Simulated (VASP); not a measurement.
A run of VASP 6.6.1 is set up as follows.

INCAR

```
  PREC = Accurate
  ENCUT = 520
  EDIFF = 1E-6
  ISMEAR = -1
  SIGMA = 0.05
  LREAL = F
  LASPH = T
  NELM = 100
  ALGO = Normal
  ISIF = 2
  LWAVE = F
  LCHARG = F
  NBANDS = 16
```

File KPOINTS:

```
regular mesh
0
Gamma
  8 8 8
```

Contents of POSCAR:

```
GaP
1.0
    0.0000000000      2.6884177822      2.6884177822
    2.6884177822      0.0000000000      2.6884177822
    2.6884177822      2.6884177822      0.0000000000
Ga P
1 1
Direct
    0.0000000000      0.0000000000      0.0000000000
    0.7500000000      0.7500000000      0.7500000000
```

Potentials or basis: VASP PAW LDA potentials, release 64 (Ga_d, P).

Run with:

```bash
$ cat potpaw_LDA.64/Ga_d/POTCAR potpaw_LDA.64/P/POTCAR > POTCAR
$ mpirun -np 1 vasp_std > vasp.out
```

Predict the band gap on the k mesh.

1.41 eV, indirect (least direct gap 1.98 eV).

What does it give for the pressure?

0.8 GPa.

 A k mesh can miss the band edges.
